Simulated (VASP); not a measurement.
# Al (Fm-3m) in VASP: single point with LDA

Aim: the single point of Al with LDA.

Program: VASP 6.6.1. These are calculated values, not measurements. Logs are shortened: lines on timing, memory, paths and dates and some standing lists are left out, and cuts for length are marked.

## (1) The cell of the first run

Symmetry: Fm-3m, No. 225, cubic system. Conventional cell: a = 5.451 Å, b = 5.451 Å, c = 5.451 Å, α = 90.00°, β = 90.00°, γ = 90.00°. Al (site symmetry m-3m) has 12 Al at 3.85 Å within 5.1 Å.

## (2) Single point, LDA

INCAR

```
PREC = Accurate
ENCUT = 500
EDIFF = 1E-6
ISMEAR = 1
SIGMA = 0.1
LREAL = False
LASPH = True
NELM = 120
ALGO = Normal
ISIF = 2
LWAVE = False
LCHARG = False
GGA = CA
NBANDS = 8
GGA_COMPAT = False
```

KPOINTS

```
regular mesh
0
Gamma
  5 5 5
```

POSCAR

```
Al
1.0
    0.0000000000      2.7255000000      2.7255000000
    2.7255000000      0.0000000000      2.7255000000
    2.7255000000      2.7255000000      0.0000000000
Al
1
Direct
    0.0000000000      0.0000000000      0.0000000000
```

Potentials or basis: VASP PAW LDA potentials, release 64 (Al).

Launch:

```
$ cat potpaw_LDA.64/Al/POTCAR > POTCAR
$ mpirun -np 1 vasp_std > vasp.out
```

OUTCAR:

```text
PREC = Accurate
   ENCUT = 500
   EDIFF = 1E-6
   ISMEAR = 1
   LREAL = False
   LASPH = True
   NELM = 120
   ISIF = 2
   GGA = CA

 ion  position               nearest neighbor table
   1  0.000  0.000  0.000-

  LATTYP: Found a face centered cubic cell.
 ALAT       =     5.4510000000

  Lattice vectors:

 A1 = (   0.0000000000,   2.7255000000,   2.7255000000)
 A2 = (   2.7255000000,   0.0000000000,   2.7255000000)
 A3 = (   2.7255000000,   2.7255000000,   0.0000000000)

Analysis of symmetry for initial positions (statically):
=====================================================================
 Subroutine PRICEL returns:
 Original cell was already a primitive cell.

 Routine SETGRP: Setting up the symmetry group for a
 face centered cubic supercell.

 Subroutine GETGRP returns: Found 48 space group operations
 (whereof 48 operations were pure point group operations)
 out of a pool of 48 trial point group operations.

The static configuration has the point symmetry O_h .

Analysis of symmetry for dynamics (positions and initial velocities):
=====================================================================
 Subroutine PRICEL returns:
 Original cell was already a primitive cell.

 Routine SETGRP: Setting up the symmetry group for a
 face centered cubic supercell.

 Subroutine GETGRP returns: Found 48 space group operations
 (whereof 48 operations were pure point group operations)
 out of a pool of 48 trial point group operations.

The dynamic configuration has the point symmetry O_h .

 Subroutine INISYM returns: Found 48 space group operations
 (whereof 48 operations are pure point group operations),
 and found     1 'primitive' translations

----------------------------------------------------------------------------------------

                                     Primitive cell

  volume of cell :      40.4919

  direct lattice vectors                    reciprocal lattice vectors
     0.000000000  2.725500000  2.725500000    -0.183452578  0.183452578  0.183452578
     2.725500000  0.000000000  2.725500000     0.183452578 -0.183452578  0.183452578
     2.725500000  2.725500000  0.000000000     0.183452578  0.183452578 -0.183452578

  length of vectors
     3.854439064  3.854439064  3.854439064     0.317749185  0.317749185  0.317749185

  position of ions in fractional coordinates (direct lattice)
     0.000000000  0.000000000  0.000000000

  ion indices of the primitive-cell ions
   primitive index   ion index
                 1           1

----------------------------------------------------------------------------------------

 KPOINTS: regular mesh

Automatic generation of k-mesh.
 Grid dimensions read from file:
 generate k-points for:    5    5    5

 Generating k-lattice:

  Cartesian coordinates                     Fractional coordinates (reciprocal lattice)
    -0.036690516  0.036690516  0.036690516     0.200000000  0.000000000  0.000000000
     0.036690516 -0.036690516  0.036690516     0.000000000  0.200000000  0.000000000
     0.036690516  0.036690516 -0.036690516     0.000000000  0.000000000  0.200000000

  Length of vectors
     0.063549837  0.063549837  0.063549837

  Shift w.r.t. Gamma in fractional coordinates (k-lattice)
     0.000000000  0.000000000  0.000000000

 Subroutine IBZKPT returns following result:
 ===========================================

 Found     10 irreducible k-points:

 Following reciprocal coordinates:
            Coordinates               Weight
  0.000000  0.000000  0.000000      1.000000
  0.200000  0.000000  0.000000      8.000000
  0.400000  0.000000  0.000000      8.000000
  0.200000  0.200000  0.000000      6.000000
  0.400000  0.200000  0.000000     24.000000
 -0.400000  0.200000  0.000000     24.000000
 -0.200000  0.200000  0.000000     12.000000
  0.400000  0.400000  0.000000      6.000000
 -0.400000  0.400000  0.000000     12.000000
 -0.400000  0.400000  0.200000     24.000000
   k-points           NKPTS =     10   k-points in BZ     NKDIM =     10   number of bands    NBANDS=      8
   number of dos      NEDOS =    301   number of ions     NIONS =      1
   total plane-waves  NPLWV =  21952
   dimension x,y,z NGX =    28 NGY =   28 NGZ =   28
   dimension x,y,z NGXF=    56 NGYF=   56 NGZF=   56
   ions per type =               1
   NGX,Y,Z   is equivalent  to a cutoff of  12.08, 12.08, 12.08 a.u.
   NGXF,Y,Z  is equivalent  to a cutoff of  24.15, 24.15, 24.15 a.u.
 SYSTEM =  unknown system
   PREC   = accura    normal or accurate (medium, high low for compatibility)
   ISTART =      0    job   : 0-new  1-cont  2-samecut
   ICHARG =      2    charge: 1-file 2-atom 10-const
   ISPIN  =      1    spin polarized calculation?
   LNONCOLLINEAR =      F non collinear calculations
   LSORBIT =      F    spin-orbit coupling
   LASPH  =      T    aspherical Exc in radial PAW
   ENCUT  =  500.0 eV  36.75 Ry    6.06 a.u.   7.03  7.03  7.03*2*pi/ulx,y,z
   NELM   =    120;   NELMIN=  2; NELMDL= -5     # of ELM steps
   EDIFF  = 0.1E-05   stopping-criterion for ELM
   LREAL  =      F    real-space projection
   EDIFFG = 0.1E-04   stopping-criterion for IOM
   NSW    =      0    number of steps for IOM
   IBRION =     -1    ionic relax: 0-MD 1-quasi-New 2-CG
   NFREE  =      0    steps in history (QN), initial steepest desc. (CG)
   ISIF   =      2    stress and relaxation
   ISYM   =      2    0-nonsym 1-usesym 2-fastsym
   POTIM  = 0.5000    time-step for ionic-motion
   TEBEG  =    0.0;   TEEND  =   0.0 temperature during run
   PSTRESS=    0.0 pullay stress
   NELECT =       3.0000    total number of electrons
   NUPDOWN=      -1.0000    fix difference up-down
   EMIN   =  10.00;   EMAX   =-10.00  energy-range for DOS
   EFERMI =   0.00;   METHOD = LEGACY
   ISMEAR =     1;   SIGMA  =   0.10  broadening in eV -4-tet -1-fermi 0-gaus
   EFERMI_NEDOS =   21; number of points for ismear=-14 and -15
   IALGO  =     38    algorithm
   IMIX   =      4    mixing-type and parameters
     AMIX     =   0.40;   BMIX     =  1.00
     AMIX_MAG =   1.60;   BMIX_MAG =  1.00
  volume/ion in A,a.u.               =      40.49       273.25
  Fermi-wavevector in a.u.,A,eV,Ry     =   0.687584  1.299345  6.432449  0.472772
  Thomas-Fermi vector in A             =   1.768140
   LORBIT       =      0    0 simple, 1 ext, 2 COOP (PROOUT), +10 PAW based schemes
   GGA     = CA    functional components
   LHFCALC =     F    Hartree Fock is set to
   AEXX    =    0.0000 exact exchange contribution
   IVDW    =     0    specifies the selected vdW correction
   LEPSILON=     F    determine dielectric tensor
   LRPA    =     F    only Hartree local field effects (RPA)
 non-spin polarized calculation
 Methfessel and Paxton  Order N= 1 SIGMA  =   0.10
  energy-cutoff  :      500.00
  volume of cell :       40.49
 maximum number of plane-waves:      1032
   NGX = 13   NGY = 13   NGZ = 13

 number of electron       3.0000000 magnetization

 Free energy of the ion-electron system (eV)
  ---------------------------------------------------
  ext. energy  EPLUGINS =         0.00000000
  ---------------------------------------------------
  free energy    TOTEN  =        -2.58804044 eV

  energy without entropy =       -2.58504511  energy(sigma->0) =       -2.58704199

 E-fermi :   1.2985     XC(G=0):  -7.3681

 val. band max:        1.2631840644   @ k =  -0.4000   0.4000   0.2000
 cond. band min:       1.4126111434   @ k =   0.4000   0.4000   0.0000
 fundamental gap:      0.1494270790
 Fermi energy:         1.2985271025

 k-point     1 :       0.0000    0.0000    0.0000
  band No.  band energies     occupation
      1      -5.2349      2.00000
      2       6.9532      0.00000
      3       6.9532      0.00000
      4       6.9532      0.00000
      5       9.9321      0.00000
      6       9.9321      0.00000
      7       9.9321      0.00000
      8      11.4056      0.00000

 k-point     2 :       0.2000    0.0000    0.0000
  band No.  band energies     occupation
      1      -4.6780      2.00000
      2       3.9298      0.00000
      3       6.4684      0.00000
      4       6.4684      0.00000
      5       9.2340      0.00000
      6      10.5265      0.00000
      7      10.5265      0.00000
      8      12.4212      0.00000

 k-point     3 :       0.4000    0.0000    0.0000
  band No.  band energies     occupation
      1      -3.1386      2.00000
      2       0.3728      2.00000
      3       6.0383      0.00000
      4       6.0383      0.00000
      5       8.6822      0.00000
      6       9.5547      0.00000
      7       9.5547      0.00000
      8      11.8816      0.00000

 k-point     4 :       0.2000    0.2000    0.0000
  band No.  band energies     occupation
      1      -4.4910      2.00000
      2       4.9010      0.00000
      3       5.3867      0.00000
      4       5.3867      0.00000
      5       7.8357      0.00000
      6       9.0537      0.00000
      7      12.3608      0.00000
      8      12.3608      0.00000

 k-point     5 :       0.4000    0.2000    0.0000
  band No.  band energies     occupation
      1      -3.2483      2.00000
      2       1.7916     -0.00000
      3       4.2207      0.00000
      4       4.8889      0.00000
      5       7.4607      0.00000
      6       9.6723      0.00000
      7      12.0085      0.00000
      8      12.3948      0.00000

 k-point     6 :      -0.4000    0.2000    0.0000
  band No.  band energies     occupation
      1      -2.1936      2.00000
      2       0.1158      2.00000
      3       3.2361     -0.00000
      4       5.2846      0.00000
      5       7.7519      0.00000
      6      11.0142      0.00000
      7      11.0987      0.00000
      8      13.5380      0.00000

 k-point     7 :      -0.2000    0.2000    0.0000
  band No.  band energies     occupation
      1      -3.7744      2.00000
      2       2.7564     -0.00000
      3       3.4483      0.00000
      4       6.3232      0.00000
      5       9.2706      0.00000
      6      10.7019      0.00000
      7      10.9335      0.00000
      8      11.4277      0.00000

 k-point     8 :       0.4000    0.4000    0.0000
  band No.  band energies     occupation
      1      -2.3761      2.00000
      2       1.4126     -0.06849
      3       4.0991      0.00000
      4       4.0991      0.00000
      5       6.2218      0.00000
      6       6.3214      0.00000
      7      15.7517      0.00000
      8      15.8332      0.00000

 k-point     9 :      -0.4000    0.4000    0.0000
  band No.  band energies     occupation
      1      -1.3188      2.00000
      2       0.5758      2.00000
      3       1.8179     -0.00000
      4       4.2521      0.00000
      5       6.3867      0.00000
      6       9.0374      0.00000
      7      14.2255      0.00000
      8      14.7840      0.00000

 k-point    10 :      -0.4000    0.4000    0.2000
  band No.  band energies     occupation
      1      -1.8593      2.00000
      2       1.2632      1.55879
      3       2.0287     -0.00000
      4       3.2700     -0.00000
      5       9.0516      0.00000
      6       9.7846      0.00000
      7      11.0070      0.00000
      8      13.8088      0.00000

------------------------ aborting loop because EDIFF is reached ----------------------------------------

  FORCE on cell =-STRESS in cart. coord.  units (eV):
  Direction    XX          YY          ZZ          XY          YZ          ZX
  --------------------------------------------------------------------------------------
  -------------------------------------------------------------------------------------
  Total       -2.0122032     -2.0122032     -2.0122032     -0.0000000     -0.0000000      0.0000000
  in kB      -79.6184751    -79.6184751    -79.6184751     -0.0000000     -0.0000000      0.0000000
  external PRESSURE =     -79.6184751 kB  Pullay stress =       0.0000000 kB

 VOLUME and BASIS-vectors are now :
 -----------------------------------------------------------------------------
  energy-cutoff  :      500.00
  volume of cell :       40.49
      direct lattice vectors                 reciprocal lattice vectors
     0.000000000  2.725500000  2.725500000    -0.183452578  0.183452578  0.183452578
     2.725500000  0.000000000  2.725500000     0.183452578 -0.183452578  0.183452578
     2.725500000  2.725500000  0.000000000     0.183452578  0.183452578 -0.183452578

 POSITION                                       TOTAL-FORCE (eV/Angst)
 -----------------------------------------------------------------------------------
      0.00000      0.00000      0.00000        -0.000000     -0.000000     -0.000000
 -----------------------------------------------------------------------------------
    total drift:                                0.000000     -0.000000     -0.000000

  FREE ENERGIE OF THE ION-ELECTRON SYSTEM (eV)
  ---------------------------------------------------
  free  energy   TOTEN  =        -2.5880404386 eV

  energy  without entropy=       -2.5850451071  energy(sigma->0) =       -2.58704199
```

Run time: 3.9 s. Hardware: 1 thread of AMD EPYC 7R13, shared host; peak memory 0.1 GiB.

Results:

| Property | Result |
| --- | --- |
| Free energy | -2.5880 eV |
| Pressure | -8.0 GPa |

Levels at points of the mesh, in eV from the Fermi level:
```csv
k point,band 1,band 2,band 3,band 4
"(0.00, 0.00, 0.00)",-6.53,5.65,5.65,5.65
```

Caveat: the k points lie up to 0.40 Å⁻¹ apart.
